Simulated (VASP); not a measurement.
# LaPtBr5 (P1) in VASP: single point with PBEsol

Aim: the single point of LaPtBr5 with PBEsol.

All numbers are computed with VASP 6.6.1; they aren't measurements. Logs are shortened: lines on timing, memory, paths and dates and some standing lists are left out, and cuts for length are marked.

## Step 1: The cell of the first run

The typed cell holds 7 atoms: a = 7.152 Å, b = 5.658 Å, c = 7.383 Å, α = 128.75°, β = 95.69°, γ = 87.68°.

## Step 2: Single point, PBEsol

The input, INCAR:

```
  PREC = Accurate
  ENCUT = 570
  EDIFF = 1E-6
  ISMEAR = -1
  SIGMA = 0.05
  LREAL = False
  LASPH = True
  NELM = 200
  ALGO = Normal
  ISIF = 2
  LWAVE = False
  LCHARG = True
  GGA = PS
  LELF = True
  LVHAR = True
  NBANDS = 41
  GGA_COMPAT = False
  LMAXMIX = 6
```

The input, KPOINTS:

```
regular mesh
0
Gamma
  4 4 4
```

The input, POSCAR:

```
LaPtBr5
1.0
   -1.7408553467      4.6858341931      5.1152657661
    1.8062054536     -3.4550589138      4.1005309607
    3.8944409191      4.7723314568     -4.0701223941
La Pt Br
1 1 5
Direct
    0.5065858912      0.4054083350     -0.0439627558
   -0.0068767683      0.0151203354      0.0089932611
    0.8546545881      0.5070106923      0.2415195656
    0.1423747200      0.5247562213      0.7844798106
    0.2902921305      0.2764447999      0.2006131143
    0.6789520804      0.7872504437     -0.1650401494
    0.5066470248     -0.0136987497      0.4548455489
```

Potentials or basis: VASP PAW PBE potentials, release 64 (La, Pt_sv_GW, Br).

Command:

```bash
$ cat potpaw_PBE.64/La/POTCAR potpaw_PBE.64/Pt_sv_GW/POTCAR potpaw_PBE.64/Br/POTCAR > POTCAR
$ mpirun -np 1 vasp_std > vasp.out
```

OUTCAR:

```text
PREC = Accurate
   ENCUT = 570
   EDIFF = 1E-6
   ISMEAR = -1
   LREAL = False
   LASPH = True
   NELM = 200
   ISIF = 2
   GGA = PS

 ion  position               nearest neighbor table
   1  0.507  0.405  0.956-   7 2.89   5 2.91   3 2.92   4 3.02   7 3.04   6 3.14
   2  0.993  0.015  0.009-   5 2.40   3 2.41   4 2.44   6 2.44
   3  0.855  0.507  0.242-   2 2.41   1 2.92
   4  0.142  0.525  0.784-   2 2.44   1 3.02
   5  0.290  0.276  0.201-   2 2.40   1 2.91
   6  0.679  0.787  0.835-   2 2.44   1 3.14
   7  0.507  0.986  0.455-   1 2.89   1 3.04

  LATTYP: Found a triclinic cell.
 ALAT       =     5.6581060787
 B/A-ratio  =     3.3313268161
 C/A-ratio  =     1.3048419137
 COS(alpha) =     0.0057371673
 COS(beta)  =     0.6258569825
 COS(gamma) =     0.7258290497

  Lattice vectors:

 A1 = (   1.8062054536,  -3.4550589138,   4.1005309607)
 A2 = (  13.2728483059,   0.4102614515,  13.3771448207)
 A3 = (  -3.8944409191,  -4.7723314568,   4.0701223941)

Analysis of symmetry for initial positions (statically):
=====================================================================
 Subroutine PRICEL returns:
 Original cell was already a primitive cell.

 Routine SETGRP: Setting up the symmetry group for a
 triclinic supercell.

 Subroutine GETGRP returns: Found  1 space group operations
 (whereof  1 operations were pure point group operations)
 out of a pool of  2 trial point group operations.

The static configuration has the point symmetry C_1 .

Analysis of symmetry for dynamics (positions and initial velocities):
=====================================================================
 Subroutine PRICEL returns:
 Original cell was already a primitive cell.

 Routine SETGRP: Setting up the symmetry group for a
 triclinic supercell.

 Subroutine GETGRP returns: Found  1 space group operations
 (whereof  1 operations were pure point group operations)
 out of a pool of  2 trial point group operations.

The dynamic configuration has the point symmetry C_1 .

 Subroutine INISYM returns: Found  1 space group operations
 (whereof  1 operations are pure point group operations),
 and found     1 'primitive' translations

----------------------------------------------------------------------------------------

                                     Primitive cell

  volume of cell :     231.7845

  direct lattice vectors                    reciprocal lattice vectors
    -1.740855347  4.685834193  5.115265766    -0.023757323  0.100613927  0.095240752
     1.806205454 -3.455058914  4.100530961     0.187603808 -0.055377317  0.114574696
     3.894440919  4.772331457 -4.070122394     0.159147598  0.070658950 -0.010565077

  length of vectors
     7.152171928  5.658106079  7.382933963     0.140564482  0.226691854  0.174448462

  position of ions in fractional coordinates (direct lattice)
     0.506585891  0.405408335  0.956037244
     0.993123232  0.015120335  0.008993261
     0.854654588  0.507010692  0.241519566
     0.142374720  0.524756221  0.784479811
     0.290292130  0.276444800  0.200613114
     0.678952080  0.787250444  0.834959851
     0.506647025  0.986301250  0.454845549

  ion indices of the primitive-cell ions
   primitive index   ion index
                 1           1
                 2           2
                 3           3
                 4           4
                 5           5
                 6           6
                 7           7

----------------------------------------------------------------------------------------

 KPOINTS: regular mesh

Automatic generation of k-mesh.
 Grid dimensions read from file:
 generate k-points for:    4    4    4

 Generating k-lattice:

  Cartesian coordinates                     Fractional coordinates (reciprocal lattice)
    -0.005939331  0.025153482  0.023810188     0.250000000  0.000000000 -0.000000000
     0.046900952 -0.013844329  0.028643674     0.000000000  0.250000000 -0.000000000
     0.039786899  0.017664737 -0.002641269     0.000000000  0.000000000  0.250000000

  Length of vectors
     0.035141120  0.056672964  0.043612115

  Shift w.r.t. Gamma in fractional coordinates (k-lattice)
     0.000000000  0.000000000  0.000000000

 Subroutine IBZKPT returns following result:
 ===========================================

 Found     36 irreducible k-points:

 Following reciprocal coordinates:
            Coordinates               Weight
  0.000000  0.000000  0.000000      1.000000
  0.250000  0.000000  0.000000      2.000000
  0.500000  0.000000  0.000000      1.000000
  0.000000  0.250000  0.000000      2.000000
  0.250000  0.250000  0.000000      2.000000
  0.500000  0.250000  0.000000      2.000000
[... 16 lines left out ...]
  0.000000 -0.250000  0.250000      2.000000
  0.250000 -0.250000  0.250000      2.000000
 [... further k-points ...]
   k-points           NKPTS =     36   k-points in BZ     NKDIM =     36   number of bands    NBANDS=     41
   number of dos      NEDOS =    301   number of ions     NIONS =      7
   total plane-waves  NPLWV = 161280
   dimension x,y,z NGX =    56 NGY =   48 NGZ =   60
   dimension x,y,z NGXF=   112 NGYF=   96 NGZF=  120
   ions per type =               1   1   5
   NGX,Y,Z   is equivalent  to a cutoff of  13.02, 14.10, 13.51 a.u.
   NGXF,Y,Z  is equivalent  to a cutoff of  26.03, 28.21, 27.02 a.u.
 SYSTEM =  unknown system
   PREC   = accura    normal or accurate (medium, high low for compatibility)
   ISTART =      0    job   : 0-new  1-cont  2-samecut
   ICHARG =      2    charge: 1-file 2-atom 10-const
   ISPIN  =      1    spin polarized calculation?
   LNONCOLLINEAR =      F non collinear calculations
   LSORBIT =      F    spin-orbit coupling
   LASPH  =      T    aspherical Exc in radial PAW
   ENCUT  =  570.0 eV  41.89 Ry    6.47 a.u.  13.92 11.01 14.37*2*pi/ulx,y,z
   NELM   =    200;   NELMIN=  2; NELMDL= -5     # of ELM steps
   EDIFF  = 0.1E-05   stopping-criterion for ELM
   LREAL  =      F    real-space projection
   EDIFFG = 0.1E-04   stopping-criterion for IOM
   NSW    =      0    number of steps for IOM
   IBRION =     -1    ionic relax: 0-MD 1-quasi-New 2-CG
   NFREE  =      0    steps in history (QN), initial steepest desc. (CG)
   ISIF   =      2    stress and relaxation
   ISYM   =      2    0-nonsym 1-usesym 2-fastsym
   POTIM  = 0.5000    time-step for ionic-motion
   TEBEG  =    0.0;   TEEND  =   0.0 temperature during run
   PSTRESS=    0.0 pullay stress
   NELECT =      64.0000    total number of electrons
   NUPDOWN=      -1.0000    fix difference up-down
   EMIN   =  10.00;   EMAX   =-10.00  energy-range for DOS
   EFERMI =   0.00;   METHOD = LEGACY
   ISMEAR =    -1;   SIGMA  =   0.05  broadening in eV -4-tet -1-fermi 0-gaus
   EFERMI_NEDOS =   21; number of points for ismear=-14 and -15
   IALGO  =     38    algorithm
   IMIX   =      4    mixing-type and parameters
     AMIX     =   0.40;   BMIX     =  1.00
     AMIX_MAG =   1.60;   BMIX_MAG =  1.00
  volume/ion in A,a.u.               =      33.11       223.45
  Fermi-wavevector in a.u.,A,eV,Ry     =   1.066040  2.014523 15.462210  1.136440
  Thomas-Fermi vector in A             =   2.201611
   LORBIT       =      0    0 simple, 1 ext, 2 COOP (PROOUT), +10 PAW based schemes
   GGA     = PS    functional components
   LHFCALC =     F    Hartree Fock is set to
   AEXX    =    0.0000 exact exchange contribution
   IVDW    =     0    specifies the selected vdW correction
   LEPSILON=     F    determine dielectric tensor
   LRPA    =     F    only Hartree local field effects (RPA)
 non-spin polarized calculation
  energy-cutoff  :      570.00
  volume of cell :      231.78
 maximum number of plane-waves:      7187
   NGX = 27   NGY = 23   NGZ = 29

 number of electron      63.9999999 magnetization

 Free energy of the ion-electron system (eV)
  ---------------------------------------------------
  ext. energy  EPLUGINS =         0.00000000
  ---------------------------------------------------
  free energy    TOTEN  =       -29.28096852 eV

  energy without entropy =      -29.28096850  energy(sigma->0) =      -29.28096851

 E-fermi :   2.2874     XC(G=0):  -8.3716

 val. band max:        1.4132881966   @ k =   0.5000   0.0000   0.5000
 cond. band min:       3.0481891081   @ k =   0.0000   0.0000   0.0000
 fundamental gap:      1.6349009115
 Fermi energy:         2.2873520848

 k-point     1 :       0.0000    0.0000    0.0000
  band No.  band energies     occupation
      1     -95.7690      2.00000
      2     -50.2560      2.00000
      3     -50.2283      2.00000
      4     -49.2573      2.00000
      5     -30.7876      2.00000
      6     -14.8023      2.00000
[... 33 lines left out ...]
     40       4.2267      0.00000
     41       4.5809      0.00000

 k-point     2 :       0.2500    0.0000    0.0000
  band No.  band energies     occupation
      1     -95.7690      2.00000
      2     -50.2561      2.00000
      3     -50.2283      2.00000
      4     -49.2573      2.00000
      5     -30.7876      2.00000
      6     -14.8213      2.00000
[... 33 lines left out ...]
     40       4.2260      0.00000
     41       4.5449      0.00000

 k-point     3 :       0.5000    0.0000    0.0000
  band No.  band energies     occupation
      1     -95.7690      2.00000
      2     -50.2561      2.00000
      3     -50.2283      2.00000
      4     -49.2573      2.00000
      5     -30.7876      2.00000
      6     -14.8430      2.00000
[... 33 lines left out ...]
     40       4.2261      0.00000
     41       4.5132      0.00000

 k-point     4 :       0.0000    0.2500    0.0000
  band No.  band energies     occupation
      1     -95.7690      2.00000
      2     -50.2560      2.00000
      3     -50.2284      2.00000
      4     -49.2573      2.00000
      5     -30.7869      2.00000
      6     -14.9165      2.00000
[... 825 lines left out ...]
     40       4.2890      0.00000
     41       4.7534      0.00000

 k-point    23 :       0.0000   -0.2500    0.2500
  band No.  band energies     occupation
      1     -95.7690      2.00000
      2     -50.2560      2.00000
      3     -50.2284      2.00000
      4     -49.2574      2.00000
      5     -30.7873      2.00000
      6     -14.8534      2.00000
[... 33 lines left out ...]
     40       4.2518      0.00000
     41       4.5433      0.00000

 k-point    24 :       0.2500   -0.2500    0.2500
  band No.  band energies     occupation
      1     -95.7690      2.00000
      2     -50.2560      2.00000
      3     -50.2283      2.00000
      4     -49.2573      2.00000
      5     -30.7873      2.00000
      6     -14.8449      2.00000
[... 33 lines left out ...]
     40       4.2348      0.00000
     41       4.5477      0.00000

 [... further k-points ...]

------------------------ aborting loop because EDIFF is reached ----------------------------------------

  FORCE on cell =-STRESS in cart. coord.  units (eV):
  Direction    XX          YY          ZZ          XY          YZ          ZX
  --------------------------------------------------------------------------------------
  -------------------------------------------------------------------------------------
  Total       -0.0930316     -0.0856008     -0.1216134      0.0088271      0.0280497      0.0219932
  in kB       -0.6430676     -0.5917033     -0.8406350      0.0610159      0.1938897      0.1520246
  external PRESSURE =      -0.6918020 kB  Pullay stress =       0.0000000 kB

 VOLUME and BASIS-vectors are now :
 -----------------------------------------------------------------------------
  energy-cutoff  :      570.00
  volume of cell :      231.78
      direct lattice vectors                 reciprocal lattice vectors
    -1.740855347  4.685834193  5.115265766    -0.023757323  0.100613927  0.095240752
     1.806205454 -3.455058914  4.100530961     0.187603808 -0.055377317  0.114574696
     3.894440919  4.772331457 -4.070122394     0.159147598  0.070658950 -0.010565077

 POSITION                                       TOTAL-FORCE (eV/Angst)
 -----------------------------------------------------------------------------------
      3.57359      5.53559      0.36252        -0.002147      0.001236     -0.001391
     -1.66655      4.64429      5.10549        -0.001687     -0.000627     -0.001465
      0.36852      3.40563      5.46778         0.010586     -0.007902      0.001434
      3.75507      2.59788     -0.31287        -0.009826      0.008310     -0.001407
      0.77524      1.36252      1.80197         0.003727      0.007100      0.011347
      3.49168      4.44617      3.30278        -0.001639     -0.008252     -0.009114
      2.67083      1.13701      4.78472         0.000986      0.000135      0.000596
 -----------------------------------------------------------------------------------
    total drift:                                0.000026      0.000399      0.000021

  FREE ENERGIE OF THE ION-ELECTRON SYSTEM (eV)
  ---------------------------------------------------
  free  energy   TOTEN  =       -29.2809685233 eV

  energy  without entropy=      -29.2809684985  energy(sigma->0) =      -29.28096851
```

Run time: 11 min. Hardware: 1 thread of AMD EPYC 7R13 (Zen 3), shared host; peak memory 0.64 GiB.

What came out:

```
Free energy            : -29.2810 eV
Pressure               : -0.1 GPa
Largest force          : 0.014 eV/Å
Band gap on the k mesh : 1.63 eV (least direct gap 1.77 eV)
```

Forces on the atoms (eV/Å):
```
La  -0.002  0.001 -0.001
Pt  -0.002 -0.001 -0.001
Br   0.011 -0.008  0.001
Br  -0.010  0.008 -0.001
Br   0.004  0.007  0.011
Br  -0.002 -0.008 -0.009
Br   0.001  0.000  0.001
```

Levels at points of the mesh, in eV from the valence-band top:
```
           k point  band 29  band 30  band 31  band 32  band 33  band 34  band 35  band 36
(0.00, 0.00, 0.00)    -0.69    -0.54    -0.47    -0.13     1.63     2.65     2.68     2.69
(0.50, 0.00, 0.00)    -0.57    -0.26    -0.13    -0.02     2.06     2.65     2.66     2.69
(0.00, 0.50, 0.00)    -0.68    -0.45    -0.32    -0.06     1.97     2.63     2.65     2.67
(0.50, 0.50, 0.00)    -0.56    -0.42    -0.31    -0.10     1.98     2.63     2.65     2.67
(0.00, 0.00, 0.50)    -0.72    -0.61    -0.31    -0.05     2.00     2.63     2.65     2.68
(0.50, 0.00, 0.50)    -0.65    -0.38    -0.34     0.00     1.83     2.62     2.65     2.65
(0.00, 0.50, 0.50)    -0.67    -0.50    -0.24     0.00     2.08     2.63     2.66     2.70
(0.50, 0.50, 0.50)    -0.69    -0.56    -0.40    -0.05     1.76     2.64     2.66     2.68
```

Caveat: the PAW data sets were made with another functional, which shifts forces and pressure a little; spin-orbit coupling is left out, which moves the levels of the heavy elements. A k mesh can miss the band edges.
